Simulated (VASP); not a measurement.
# Hf2S (P6_3/mmc) in VASP: a series of runs, part 2 of 2

VASP 6.6.1.

## Step 4: Single point, r2SCAN

POSCAR

```
Hf2S
1.0
    3.3742737662      0.0000000000      0.0000000000
   -1.6871368831      2.9222068008      0.0000000000
    0.0000000000      0.0000000000     11.7174070300
Hf S
4 2
Direct
    0.6666666667      0.3333333333      0.8998116400
    0.3333333333      0.6666666667      0.3998116400
    0.6666666667      0.3333333333      0.6001883600
    0.3333333333      0.6666666667      0.1001883600
    0.0000000000      0.0000000000      0.7500000000
    0.0000000000      0.0000000000      0.2500000000
```

INCAR.step1

```
SYSTEM = Hf2S
ALGO = Normal
EDIFF = 1E-4
ENCUT = 520
GGA = PE
ISMEAR = 1
LASPH = .TRUE.
LCHARG = .FALSE.
LREAL = .FALSE.
LWAVE = .TRUE.
NBANDS = 35
NELM = 60
PREC = Accurate
SIGMA = 0.5
```

INCAR.step2

```
SYSTEM = Hf2S
ALGO = Normal
EDIFF = 1E-6
ENCUT = 520
ISIF = 2
ISMEAR = 1
ISTART = 1
LASPH = .TRUE.
LCHARG = .TRUE.
LELF = .TRUE.
LMIXTAU = .TRUE.
LREAL = .FALSE.
LVHAR = .TRUE.
LWAVE = .FALSE.
METAGGA = R2SCAN
NBANDS = 35
NELM = 60
PREC = Accurate
SIGMA = 0.5
```

KPOINTS

```
k-points
0
G
  12 12 4
  0 0 0
```

Potentials or basis: VASP PAW PBE potentials, release 64 (Hf_pv, S).

Launch:

```sh
$ cat potpaw_PBE.64/Hf_pv/POTCAR potpaw_PBE.64/S/POTCAR > POTCAR
$ cp INCAR.step1 INCAR
$ mpirun -np 1 vasp_std > vasp.out
$ cp INCAR.step2 INCAR
$ mpirun -np 1 vasp_std > vasp.out
```

OUTCAR:

```text
SYSTEM = Hf2S
   EDIFF = 1E-6
   ENCUT = 520
   ISIF = 2
   ISMEAR = 1
   ISTART = 1
   LASPH = .TRUE.
   LREAL = .FALSE.
   METAGGA = R2SCAN
   NELM = 60
   PREC = Accurate

 ion  position               nearest neighbor table
   1  0.667  0.333  0.900-   5 2.62   5 2.62   5 2.62   4 3.05   4 3.05   4 3.05   3 3.51
   2  0.333  0.667  0.400-   6 2.62   6 2.62   6 2.62   3 3.05   3 3.05   3 3.05   4 3.51
   3  0.667  0.333  0.600-   5 2.62   5 2.62   5 2.62   2 3.05   2 3.05   2 3.05   1 3.51
   4  0.333  0.667  0.100-   6 2.62   6 2.62   6 2.62   1 3.05   1 3.05   1 3.05   2 3.51
   5  0.000  0.000  0.750-   1 2.62   3 2.62   1 2.62   3 2.62   1 2.62   3 2.62
   6  0.000  0.000  0.250-   2 2.62   4 2.62   2 2.62   4 2.62   2 2.62   4 2.62

  LATTYP: Found a hexagonal cell.
 ALAT       =     3.3742737662
 C/A-ratio  =     3.4725715345

  Lattice vectors:

 A1 = (   3.3742737662,   0.0000000000,   0.0000000000)
 A2 = (  -1.6871368831,   2.9222068008,   0.0000000000)
 A3 = (   0.0000000000,   0.0000000000,  11.7174070300)

Analysis of symmetry for initial positions (statically):
=====================================================================
 Subroutine PRICEL returns:
 Original cell was already a primitive cell.

 Routine SETGRP: Setting up the symmetry group for a
 hexagonal supercell.

 Subroutine GETGRP returns: Found 24 space group operations
 (whereof 12 operations were pure point group operations)
 out of a pool of 24 trial point group operations.

The static configuration has the point symmetry D_3d.
 The point group associated with its full space group is D_6h.

Analysis of symmetry for dynamics (positions and initial velocities):
=====================================================================
 Subroutine PRICEL returns:
 Original cell was already a primitive cell.

 Routine SETGRP: Setting up the symmetry group for a
 hexagonal supercell.

 Subroutine GETGRP returns: Found 24 space group operations
 (whereof 12 operations were pure point group operations)
 out of a pool of 24 trial point group operations.

The dynamic configuration has the point symmetry D_3d.
 The point group associated with its full space group is D_6h.

 Subroutine INISYM returns: Found 24 space group operations
 (whereof 12 operations are pure point group operations),
 and found     1 'primitive' translations

----------------------------------------------------------------------------------------

                                     Primitive cell

  volume of cell :     115.5375

  direct lattice vectors                    reciprocal lattice vectors
     3.374273766  0.000000000  0.000000000     0.296360067  0.171103565  0.000000000
    -1.687136883  2.922206801  0.000000000     0.000000000  0.342207129  0.000000000
     0.000000000  0.000000000 11.717407030     0.000000000  0.000000000  0.085343114

  length of vectors
     3.374273766  3.374273766 11.717407030     0.342207129  0.342207129  0.085343114

  position of ions in fractional coordinates (direct lattice)
     0.666666667  0.333333333  0.899811640
     0.333333333  0.666666667  0.399811640
     0.666666667  0.333333333  0.600188360
     0.333333333  0.666666667  0.100188360
     0.000000000  0.000000000  0.750000000
     0.000000000  0.000000000  0.250000000

  ion indices of the primitive-cell ions
   primitive index   ion index
                 1           1
                 2           2
                 3           3
                 4           4
[... 36 lines left out ...]
  0.416667 -0.000000  0.000000      6.000000
[... 16 lines left out ...]
  0.250000 -0.000000  0.250000     12.000000
  0.333333 -0.000000  0.250000     12.000000
 [... further k-points ...]
   k-points           NKPTS =     57   k-points in BZ     NKDIM =     57   number of bands    NBANDS=     35
   number of dos      NEDOS =    301   number of ions     NIONS =      6
   total plane-waves  NPLWV =  70560
   dimension x,y,z NGX =    28 NGY =   28 NGZ =   90
   dimension x,y,z NGXF=    56 NGYF=   56 NGZF=  180
   ions per type =               4   2
   NGX,Y,Z   is equivalent  to a cutoff of  13.80, 13.80, 12.77 a.u.
   NGXF,Y,Z  is equivalent  to a cutoff of  27.59, 27.59, 25.54 a.u.
 SYSTEM =  Hf2S
   PREC   = accura    normal or accurate (medium, high low for compatibility)
   ISTART =      1    job   : 0-new  1-cont  2-samecut
   ICHARG =      0    charge: 1-file 2-atom 10-const
   ISPIN  =      1    spin polarized calculation?
   LNONCOLLINEAR =      F non collinear calculations
   LSORBIT =      F    spin-orbit coupling
   LASPH  =      T    aspherical Exc in radial PAW
   ENCUT  =  520.0 eV  38.22 Ry    6.18 a.u.   6.27  6.27 21.79*2*pi/ulx,y,z
   NELM   =     60;   NELMIN=  2; NELMDL=  0     # of ELM steps
   EDIFF  = 0.1E-05   stopping-criterion for ELM
   LREAL  =      F    real-space projection
   EDIFFG = 0.1E-04   stopping-criterion for IOM
   NSW    =      0    number of steps for IOM
   IBRION =     -1    ionic relax: 0-MD 1-quasi-New 2-CG
   NFREE  =      0    steps in history (QN), initial steepest desc. (CG)
   ISIF   =      2    stress and relaxation
   ISYM   =      2    0-nonsym 1-usesym 2-fastsym
   POTIM  = 0.5000    time-step for ionic-motion
   TEBEG  =    0.0;   TEEND  =   0.0 temperature during run
   PSTRESS=    0.0 pullay stress
   NELECT =      52.0000    total number of electrons
   NUPDOWN=      -1.0000    fix difference up-down
   EMIN   =  10.00;   EMAX   =-10.00  energy-range for DOS
   EFERMI =   0.00;   METHOD = LEGACY
   ISMEAR =     1;   SIGMA  =   0.50  broadening in eV -4-tet -1-fermi 0-gaus
   EFERMI_NEDOS =   21; number of points for ismear=-14 and -15
   IALGO  =     38    algorithm
   IMIX   =      4    mixing-type and parameters
     AMIX     =   0.40;   BMIX     =  1.00
     AMIX_MAG =   1.60;   BMIX_MAG =  1.00
  volume/ion in A,a.u.               =      19.26       129.95
  Fermi-wavevector in a.u.,A,eV,Ry     =   1.254590  2.370831 21.415503  1.573995
  Thomas-Fermi vector in A             =   2.388387
   LORBIT       =      0    0 simple, 1 ext, 2 COOP (PROOUT), +10 PAW based schemes
   METAGGA = R2SCAN    functional components
   LHFCALC =     F    Hartree Fock is set to
   AEXX    =    0.0000 exact exchange contribution
   IVDW    =     0    specifies the selected vdW correction
   LEPSILON=     F    determine dielectric tensor
   LRPA    =     F    only Hartree local field effects (RPA)
 non-spin polarized calculation
 Methfessel and Paxton  Order N= 1 SIGMA  =   0.50
  energy-cutoff  :      520.00
  volume of cell :      115.54
 maximum number of plane-waves:      3142
 NGX is ok and might be reduce to    28

 number of electron      52.0000002 magnetization

 Free energy of the ion-electron system (eV)
  ---------------------------------------------------
  ext. energy  EPLUGINS =         0.00000000
  ---------------------------------------------------
  free energy    TOTEN  =      -203.68577825 eV

  energy without entropy =     -203.72552863  energy(sigma->0) =     -203.69902838

 E-fermi :   6.5279     XC(G=0): -12.1427

 val. band max:        6.5249092809   @ k =   0.0833   0.0833   0.5000
 cond. band min:       6.5286881498   @ k =   0.3333  -0.0000   0.2500
 fundamental gap:      0.0037788689
 Fermi energy:         6.5279430176

 k-point     1 :       0.0000    0.0000    0.0000
  band No.  band energies     occupation
      1     -26.1059      2.00000
      2     -25.9881      2.00000
      3     -25.6397      2.00000
      4     -25.5621      2.00000
      5     -25.5621      2.00000
      6     -25.5527      2.00000
[... 901 lines left out ...]
     34       9.6459     -0.00000
     35      10.0759     -0.00000

 [... further k-points ...]

------------------------ aborting loop because EDIFF is reached ----------------------------------------

  FORCE on cell =-STRESS in cart. coord.  units (eV):
  Direction    XX          YY          ZZ          XY          YZ          ZX
  --------------------------------------------------------------------------------------
  -------------------------------------------------------------------------------------
  Total       -0.1482495     -0.1482495      0.2274179     -0.0000000     -0.0000000     -0.0000000
  in kB       -2.0558011     -2.0558011      3.1536422     -0.0000000     -0.0000000     -0.0000000
  external PRESSURE =      -0.3193200 kB  Pullay stress =       0.0000000 kB

 VOLUME and BASIS-vectors are now :
 -----------------------------------------------------------------------------
  energy-cutoff  :      520.00
  volume of cell :      115.54
      direct lattice vectors                 reciprocal lattice vectors
     3.374273766  0.000000000  0.000000000     0.296360067  0.171103565  0.000000000
    -1.687136883  2.922206801  0.000000000     0.000000000  0.342207129  0.000000000
     0.000000000  0.000000000 11.717407030     0.000000000  0.000000000  0.085343114

 POSITION                                       TOTAL-FORCE (eV/Angst)
 -----------------------------------------------------------------------------------
      1.68714      0.97407     10.54346        -0.000000     -0.000000     -0.015080
     -0.00000      1.94814      4.68476         0.000000     -0.000000     -0.015080
      1.68714      0.97407      7.03265        -0.000000      0.000000      0.015080
     -0.00000      1.94814      1.17395        -0.000000      0.000000      0.015080
      0.00000      0.00000      8.78806         0.000000      0.000000     -0.000000
      0.00000      0.00000      2.92935        -0.000000     -0.000000     -0.000000
 -----------------------------------------------------------------------------------
    total drift:                                0.000000      0.000000     -0.000000

  FREE ENERGIE OF THE ION-ELECTRON SYSTEM (eV)
  ---------------------------------------------------
  free  energy   TOTEN  =      -203.6857782457 eV

  energy  without entropy=     -203.7255286337  energy(sigma->0) =     -203.69902838
```

Wall time 26 min (1 thread of Intel Xeon 8259CL, shared host); peak memory 0.39 GiB.

What came out:

```
Free energy            : -203.6858 eV
Pressure               : 0.0 GPa
Largest force          : 0.015 eV/Å
Band gap on the k mesh : zero (bands 26 and 27 overlap by 0.89 eV)
```

Forces on the atoms (eV/Å):
```
Hf   0.000  0.000 -0.015
Hf   0.000  0.000 -0.015
Hf   0.000  0.000  0.015
Hf   0.000  0.000  0.015
S    0.000  0.000  0.000
S    0.000  0.000  0.000
```

Caveat: so wide a smearing shifts energies and pressures; the PAW data sets were made with another functional, which shifts forces and pressure a little; spin-orbit coupling is left out, which moves the levels of the heavy elements.

## Step 5: Overview

```tsv
smearing	gap on the mesh (eV)	pressure (GPa)	largest force (eV/Å)
tetrahedron	none	0.0	0.01
methfessel-paxton 0.3 eV	none	0.0	0.02
methfessel-paxton 0.5 eV	none	0.0	0.02
```

Alike in all rows: task single point; level r2SCAN; potentials or basis VASP PAW PBE potentials, release 64 (Hf_pv, S); no spin polarisation; cell as given; k mesh 12 × 12 × 4; cutoff (eV) 520.

Caveats: the PAW data sets were made with another functional, which shifts forces and pressure a little; spin-orbit coupling is left out, which moves the levels of the heavy elements; so wide a smearing shifts energies and pressures (at least some runs).

Absolute energies hang on the potentials; compare differences alone.
